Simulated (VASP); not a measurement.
YF3, 16 atoms in the cell. The structure is orthorhombic, space group Pnma (No. 62). Conventional cell: a = 6.354 Å, b = 6.854 Å, c = 4.395 Å, α = 90.00°, β = 90.00°, γ = 90.00°. Within 3.0 Å of Y (site symmetry m) lie 9 F at 2.28 to 2.54 Å. F (site symmetry m) has 3 Y at 2.28 to 2.54 Å and 10 F at 2.58 to 2.93 Å within 3.0 Å. F (site symmetry 1) has 3 Y at 2.28 to 2.31 Å and 9 F at 2.53 to 2.93 Å within 3.0 Å. 

* Program: VASP 6.6.1
* Task: single point
* Functional: PBEsol
* Potentials or basis: VASP PAW PBE potentials, release 64 (Y_sv, F)
* Cutoff: 600 eV
* k mesh: 4 × 4 × 4
* Occupations: gaussian, width 0.1 eV
* Spin: no spin polarisation
* Dipole correction: no
* Further INCAR settings: ALGO = Normal; EDIFF = 1e-06; NBANDS = 78

Potentials or basis: VASP PAW PBE potentials, release 64 (Y_sv, F).

The run is started by

```bash
$ cat potpaw_PBE.64/Y_sv/POTCAR potpaw_PBE.64/F/POTCAR > POTCAR
$ mpirun -np 1 vasp_std > vasp.out
```

Hardware: 1 thread of Intel(R) Xeon(R) 6975P-C (Granite Rapids), with other jobs on the host.

How long does it take, and how much memory?

Run time: 12 min on 1 thread of Intel(R) Xeon(R) 6975P-C (Granite Rapids) (shared host), peak memory 0.55 GiB. Counts: scf iterations 16, k points 27.
